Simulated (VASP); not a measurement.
Wanted: the native input for a VASP 6.6.1 run.

- Task: single point
- Functional: LDA
- Potentials or basis: VASP PAW LDA potentials, release 64 (Hf_pv, O)
- Cutoff: 520 eV
- k mesh: 6 × 6 × 6
- Occupations: gaussian, width 0.01 eV
- Spin: no spin polarisation
- Dipole correction: no
- Further INCAR settings: ALGO = Normal; EDIFF = 1e-06; NBANDS = 18

The structure of HfO2 lies in POSCAR:

```
HfO2
1.0
    0.0000000000      2.6076597933      2.6076597933
    2.6076597933      0.0000000000      2.6076597933
    2.6076597933      2.6076597933      0.0000000000
Hf O
1 2
Direct
    0.0000000000      0.0000000000      0.0000000000
    0.2500000000      0.2500000000      0.2500000000
    0.7500000000      0.7500000000      0.7500000000
```

One way to write it, as run:

INCAR

```
PREC = Accurate
ENCUT = 520
EDIFF = 1E-6
ISMEAR = 0
SIGMA = 0.01
LREAL = False
LASPH = True
NELM = 100
ALGO = Normal
ISIF = 2
LWAVE = False
LCHARG = False
GGA = CA
NBANDS = 18
```

KPOINTS

```
regular mesh
0
Gamma
  6 6 6
```

Potentials or basis: VASP PAW LDA potentials, release 64 (Hf_pv, O).

The run is started by

```bash
$ cat potpaw_LDA.64/Hf_pv/POTCAR potpaw_LDA.64/O/POTCAR > POTCAR
$ mpirun -np 1 vasp_std > vasp.out
```

Results of the run:

```yaml
Pressure: -29.6 GPa
Band_gap_on_the_k_mesh: 3.37 eV, direct
```

Caveat: spin-orbit coupling is left out, which moves the levels of the heavy elements.

Wall time 6.9 s on 1 thread of Intel(R) Xeon(R) Platinum 8488C (Sapphire Rapids) (shared host), peak memory 0.14 GiB.
